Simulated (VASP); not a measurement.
# MgO (P-6m2) in VASP: single point with PBEsol

Aim: the single point of MgO with PBEsol.

All numbers are computed with VASP 6.6.1; they aren't measurements. Logs are shortened: lines on timing, memory, paths and dates and some standing lists are left out, and cuts for length are marked.

## (1) The cell of the first run

The structure is hexagonal, space group P-6m2 (No. 187). Conventional cell: a = 2.938 Å, b = 2.938 Å, c = 2.680 Å, α = 90.00°, β = 90.00°, γ = 120.00°. Mg (site symmetry -6m2) has 6 O at 2.16 Å and 2 Mg at 2.68 Å within 2.9 Å. O (site symmetry -6m2) has 6 Mg at 2.16 Å and 2 O at 2.68 Å within 2.9 Å.

## (2) Single point, PBEsol

The input, INCAR:

```
PREC     = Accurate       # precision mode
ENCUT    = 520            # plane-wave cutoff, eV
EDIFF    = 1E-6           # SCF threshold, eV
ISMEAR   = 0              # smearing method
SIGMA    = 0.01           # smearing width, eV
LREAL    = False          # projectors in reciprocal space
LASPH    = True           # aspherical terms in the spheres
NELM     = 60             # most SCF steps
ALGO     = Normal         # electronic algorithm
ISIF     = 2              # what is computed and relaxed
LWAVE    = False          # write WAVECAR
LCHARG   = True           # write CHGCAR
GGA      = PS             # functional
LELF     = True           # ELF
LVHAR    = True         
NBANDS   = 11             # bands
```

The input, KPOINTS:

```
Automatic mesh
0
Gamma
  6 6 6
```

The input, POSCAR:

```
MgO
1.0
    2.9380210000      0.0000000000      0.0000000000
   -1.4690100000      2.5444010000      0.0000000000
    0.0000000000      0.0000000000      2.6796800000
Mg O
1 1
Direct
    0.0000000000      0.0000000000      0.0000000000
    0.3333333333      0.6666666667      0.5000000000
```

Potentials or basis: VASP PAW PBE potentials, release 64 (Mg, O).

The run is started by

```console
$ cat potpaw_PBE.64/Mg/POTCAR potpaw_PBE.64/O/POTCAR > POTCAR
$ mpirun -np 1 vasp_std > vasp.out
```

OUTCAR:

```text
PREC = Accurate
   ENCUT = 520
   EDIFF = 1E-6
   ISMEAR = 0
   LREAL = False
   LASPH = True
   NELM = 60
   ISIF = 2
   GGA = PS

 ion  position               nearest neighbor table
   1  0.000  0.000  0.000-   2 2.16   2 2.16   2 2.16   2 2.16   2 2.16   2 2.16
   2  0.333  0.667  0.500-   1 2.16   1 2.16   1 2.16   1 2.16   1 2.16   1 2.16

  LATTYP: Found a hexagonal cell.
 ALAT       =     2.9380210000
 C/A-ratio  =     0.9120697231

  Lattice vectors:

 A1 = (   2.9380210000,   0.0000000000,   0.0000000000)
 A2 = (  -1.4690100000,   2.5444010000,   0.0000000000)
 A3 = (   0.0000000000,   0.0000000000,   2.6796800000)

Analysis of symmetry for initial positions (statically):
=====================================================================
 Subroutine PRICEL returns:
 Original cell was already a primitive cell.

 Routine SETGRP: Setting up the symmetry group for a
 hexagonal supercell.

 Subroutine GETGRP returns: Found 12 space group operations
 (whereof 12 operations were pure point group operations)
 out of a pool of 24 trial point group operations.

The static configuration has the point symmetry D_3h.

Analysis of symmetry for dynamics (positions and initial velocities):
=====================================================================
 Subroutine PRICEL returns:
 Original cell was already a primitive cell.

 Routine SETGRP: Setting up the symmetry group for a
 hexagonal supercell.

 Subroutine GETGRP returns: Found 12 space group operations
 (whereof 12 operations were pure point group operations)
 out of a pool of 24 trial point group operations.

The dynamic configuration has the point symmetry D_3h.

 Subroutine INISYM returns: Found 12 space group operations
 (whereof 12 operations are pure point group operations),
 and found     1 'primitive' translations

----------------------------------------------------------------------------------------

                                     Primitive cell

  volume of cell :      20.0320

  direct lattice vectors                    reciprocal lattice vectors
     2.938021000  0.000000000  0.000000000     0.340365164  0.196509839  0.000000000
    -1.469010000  2.544401000  0.000000000     0.000000000  0.393019811  0.000000000
     0.000000000  0.000000000  2.679680000     0.000000000  0.000000000  0.373178887

  length of vectors
     2.938021000  2.938020903  2.679680000     0.393019798  0.393019811  0.373178887

  position of ions in fractional coordinates (direct lattice)
     0.000000000  0.000000000  0.000000000
     0.333333333  0.666666667  0.500000000

  ion indices of the primitive-cell ions
   primitive index   ion index
                 1           1
                 2           2

----------------------------------------------------------------------------------------

 KPOINTS: Automatic mesh

Automatic generation of k-mesh.
 Grid dimensions read from file:
 generate k-points for:    6    6    6

 Generating k-lattice:

  Cartesian coordinates                     Fractional coordinates (reciprocal lattice)
     0.056727527  0.032751640  0.000000000     0.166666667  0.000000000  0.000000000
     0.000000000  0.065503302  0.000000000     0.000000000  0.166666667  0.000000000
     0.000000000  0.000000000  0.062196481     0.000000000  0.000000000  0.166666667

  Length of vectors
     0.065503300  0.065503302  0.062196481

  Shift w.r.t. Gamma in fractional coordinates (k-lattice)
     0.000000000  0.000000000  0.000000000

 Subroutine IBZKPT returns following result:
 ===========================================

 Found     28 irreducible k-points:

 Following reciprocal coordinates:
            Coordinates               Weight
  0.000000  0.000000  0.000000      1.000000
  0.166667  0.000000  0.000000      6.000000
  0.333333  0.000000  0.000000      6.000000
  0.500000  0.000000  0.000000      3.000000
  0.166667  0.166667  0.000000      6.000000
  0.333333  0.166667  0.000000     12.000000
[... 16 lines left out ...]
  0.166667  0.000000  0.500000      6.000000
  0.333333  0.000000  0.500000      6.000000
 [... further k-points ...]
   k-points           NKPTS =     28   k-points in BZ     NKDIM =     28   number of bands    NBANDS=     11
   number of dos      NEDOS =    301   number of ions     NIONS =      2
   total plane-waves  NPLWV =  11520
   dimension x,y,z NGX =    24 NGY =   24 NGZ =   20
   dimension x,y,z NGXF=    48 NGYF=   48 NGZF=   40
   ions per type =               1   1
   NGX,Y,Z   is equivalent  to a cutoff of  13.58, 13.58, 12.41 a.u.
   NGXF,Y,Z  is equivalent  to a cutoff of  27.16, 27.16, 24.82 a.u.
 SYSTEM =  unknown system
   PREC   = accura    normal or accurate (medium, high low for compatibility)
   ISTART =      0    job   : 0-new  1-cont  2-samecut
   ICHARG =      2    charge: 1-file 2-atom 10-const
   ISPIN  =      1    spin polarized calculation?
   LNONCOLLINEAR =      F non collinear calculations
   LSORBIT =      F    spin-orbit coupling
   LASPH  =      T    aspherical Exc in radial PAW
   ENCUT  =  520.0 eV  38.22 Ry    6.18 a.u.   5.46  5.46  4.98*2*pi/ulx,y,z
   NELM   =     60;   NELMIN=  2; NELMDL= -5     # of ELM steps
   EDIFF  = 0.1E-05   stopping-criterion for ELM
   LREAL  =      F    real-space projection
   EDIFFG = 0.1E-04   stopping-criterion for IOM
   NSW    =      0    number of steps for IOM
   IBRION =     -1    ionic relax: 0-MD 1-quasi-New 2-CG
   NFREE  =      0    steps in history (QN), initial steepest desc. (CG)
   ISIF   =      2    stress and relaxation
   ISYM   =      2    0-nonsym 1-usesym 2-fastsym
   POTIM  = 0.5000    time-step for ionic-motion
   TEBEG  =    0.0;   TEEND  =   0.0 temperature during run
   PSTRESS=    0.0 pullay stress
   NELECT =       8.0000    total number of electrons
   NUPDOWN=      -1.0000    fix difference up-down
   EMIN   =  10.00;   EMAX   =-10.00  energy-range for DOS
   EFERMI =   0.00;   METHOD = LEGACY
   ISMEAR =     0;   SIGMA  =   0.01  broadening in eV -4-tet -1-fermi 0-gaus
   EFERMI_NEDOS =   21; number of points for ismear=-14 and -15
   IALGO  =     38    algorithm
   IMIX   =      4    mixing-type and parameters
     AMIX     =   0.40;   BMIX     =  1.00
     AMIX_MAG =   1.60;   BMIX_MAG =  1.00
  volume/ion in A,a.u.               =      10.02        67.59
  Fermi-wavevector in a.u.,A,eV,Ry     =   1.205583  2.278221 19.775113  1.453430
  Thomas-Fermi vector in A             =   2.341275
   LORBIT       =      0    0 simple, 1 ext, 2 COOP (PROOUT), +10 PAW based schemes
   GGA     = PS    functional components
   LHFCALC =     F    Hartree Fock is set to
   AEXX    =    0.0000 exact exchange contribution
   IVDW    =     0    specifies the selected vdW correction
   LEPSILON=     F    determine dielectric tensor
   LRPA    =     F    only Hartree local field effects (RPA)
 non-spin polarized calculation
 Gauss-broadening in eV      SIGMA  =   0.01
  energy-cutoff  :      520.00
  volume of cell :       20.03
 maximum number of plane-waves:       562
 NGX is ok and might be reduce to    24
   NGX = 11   NGY = 11   NGZ =  9

 number of electron       7.9999996 magnetization

 Free energy of the ion-electron system (eV)
  ---------------------------------------------------
  ext. energy  EPLUGINS =         0.00000000
  ---------------------------------------------------
  free energy    TOTEN  =       -11.81516485 eV

  energy without entropy =      -11.81516485  energy(sigma->0) =      -11.81516485

 E-fermi :   3.2736     XC(G=0): -10.9541

 val. band max:        3.1867254583   @ k =   0.3333   0.3333   0.0000
 cond. band min:       6.1054511490   @ k =   0.0000   0.0000   0.0000
 fundamental gap:      2.9187256907
 Fermi energy:         3.2735908832

 k-point     1 :       0.0000    0.0000    0.0000
  band No.  band energies     occupation
      1     -14.1864      2.00000
      2       2.5788      2.00000
      3       2.5788      2.00000
      4       2.7805      2.00000
      5       6.1055      0.00000
      6      14.8773      0.00000
      7      18.6323      0.00000
      8      18.6323      0.00000
      9      22.8350      0.00000
     10      23.9431      0.00000
     11      25.5606      0.00000

 k-point     2 :       0.1667    0.0000    0.0000
  band No.  band energies     occupation
      1     -13.9493      2.00000
      2       1.0672      2.00000
      3       2.3844      2.00000
      4       2.8657      2.00000
      5       7.5167      0.00000
      6      14.6997      0.00000
      7      16.9956      0.00000
      8      19.2981      0.00000
      9      23.4824      0.00000
     10      24.1325      0.00000
     11      26.0645      0.00000

 k-point     3 :       0.3333    0.0000    0.0000
  band No.  band energies     occupation
      1     -13.4240      2.00000
      2      -0.9196      2.00000
      3       2.0254      2.00000
      4       3.0440      2.00000
      5       9.1954      0.00000
      6      13.5688      0.00000
      7      16.7257      0.00000
      8      20.4452      0.00000
      9      22.4663      0.00000
     10      24.0253      0.00000
     11      28.1886      0.00000

 k-point     4 :       0.5000    0.0000    0.0000
  band No.  band energies     occupation
      1     -13.1288      2.00000
      2      -1.7548      2.00000
      3       1.8585      2.00000
      4       3.1376      2.00000
      5       9.6496      0.00000
      6      13.6551      0.00000
      7      16.1266      0.00000
      8      20.8846      0.00000
      9      21.9304      0.00000
     10      25.0467      0.00000
     11      28.0338      0.00000

 k-point     5 :       0.1667    0.1667    0.0000
  band No.  band energies     occupation
      1     -13.5645      2.00000
      2      -0.2757      2.00000
      3       1.7699      2.00000
      4       2.9984      2.00000
      5       9.0843      0.00000
      6      13.8345      0.00000
      7      16.8476      0.00000
      8      19.8012      0.00000
      9      22.8280      0.00000
     10      24.9162      0.00000
     11      25.9140      0.00000
[... 211 lines left out ...]
 k-point    21 :       0.3333    0.3333    0.3333
  band No.  band energies     occupation
      1     -12.4600      2.00000
      2       0.3237      2.00000
      3       0.3248      2.00000
      4       0.4045      2.00000
      5      10.0714      0.00000
      6      14.1572      0.00000
      7      16.9439      0.00000
      8      18.1706      0.00000
      9      18.3762      0.00000
     10      24.3261      0.00000
     11      29.2555      0.00000

 k-point    22 :       0.0000    0.0000    0.5000
  band No.  band energies     occupation
      1     -13.0924      2.00000
      2      -2.2221      2.00000
      3       3.0921      2.00000
      4       3.0921      2.00000
      5      11.3401      0.00000
      6      12.1124      0.00000
      7      20.6102      0.00000
      8      20.6102      0.00000
      9      21.5457      0.00000
     10      21.5457      0.00000
     11      24.9396      0.00000

 k-point    23 :       0.1667    0.0000    0.5000
  band No.  band energies     occupation
      1     -12.9243      2.00000
      2      -1.8671      2.00000
      3       2.1020      2.00000
      4       2.8944      2.00000
      5      11.3043      0.00000
      6      12.5309      0.00000
      7      19.2012      0.00000
      8      19.4278      0.00000
      9      19.7104      0.00000
     10      22.4817      0.00000
     11      24.6653      0.00000

 k-point    24 :       0.3333    0.0000    0.5000
  band No.  band energies     occupation
      1     -12.5587      2.00000
      2      -1.0514      2.00000
      3       0.4987      2.00000
      4       2.5259      2.00000
      5       9.7043      0.00000
      6      14.2210      0.00000
      7      17.6540      0.00000
      8      17.7583      0.00000
      9      18.6632      0.00000
     10      24.3514      0.00000
     11      24.6457      0.00000

 [... further k-points ...]

------------------------ aborting loop because EDIFF is reached ----------------------------------------

  FORCE on cell =-STRESS in cart. coord.  units (eV):
  Direction    XX          YY          ZZ          XY          YZ          ZX
  --------------------------------------------------------------------------------------
  -------------------------------------------------------------------------------------
  Total       -0.5333366     -0.5333367     -0.5669784     -0.0000001      0.0000000      0.0000000
  in kB      -42.6568301    -42.6568360    -45.3475400     -0.0000084      0.0000000      0.0000000
  external PRESSURE =     -43.5537354 kB  Pullay stress =       0.0000000 kB

 VOLUME and BASIS-vectors are now :
 -----------------------------------------------------------------------------
  energy-cutoff  :      520.00
  volume of cell :       20.03
      direct lattice vectors                 reciprocal lattice vectors
     2.938021000  0.000000000  0.000000000     0.340365164  0.196509839  0.000000000
    -1.469010000  2.544401000  0.000000000     0.000000000  0.393019811  0.000000000
     0.000000000  0.000000000  2.679680000     0.000000000  0.000000000  0.373178887

 POSITION                                       TOTAL-FORCE (eV/Angst)
 -----------------------------------------------------------------------------------
      0.00000      0.00000      0.00000         0.000000     -0.000000      0.000000
      0.00000      1.69627      1.33984        -0.000000      0.000000      0.000000
 -----------------------------------------------------------------------------------
    total drift:                                0.000009     -0.000003     -0.000000

  FREE ENERGIE OF THE ION-ELECTRON SYSTEM (eV)
  ---------------------------------------------------
  free  energy   TOTEN  =       -11.8151648486 eV

  energy  without entropy=      -11.8151648486  energy(sigma->0) =      -11.81516485
```

Wall time 4.5 s (1 thread of Intel Xeon Platinum 8375C at 2.90GHz (Ice Lake), shared host); peak memory 0.13 GiB.

Results:

| Item | Value |
| --- | --- |
| Free energy | -11.8152 eV |
| Pressure | -4.4 GPa |
| Band gap on the k mesh | 2.92 eV, indirect (least direct gap 3.33 eV) |

Stress tensor (GPa, compression positive):
```
-4.27  0.00  0.00
 0.00 -4.27  0.00
 0.00  0.00 -4.53
```

Caveat: the PAW data sets were made with another functional, which shifts forces and pressure a little. A k mesh can miss the band edges.
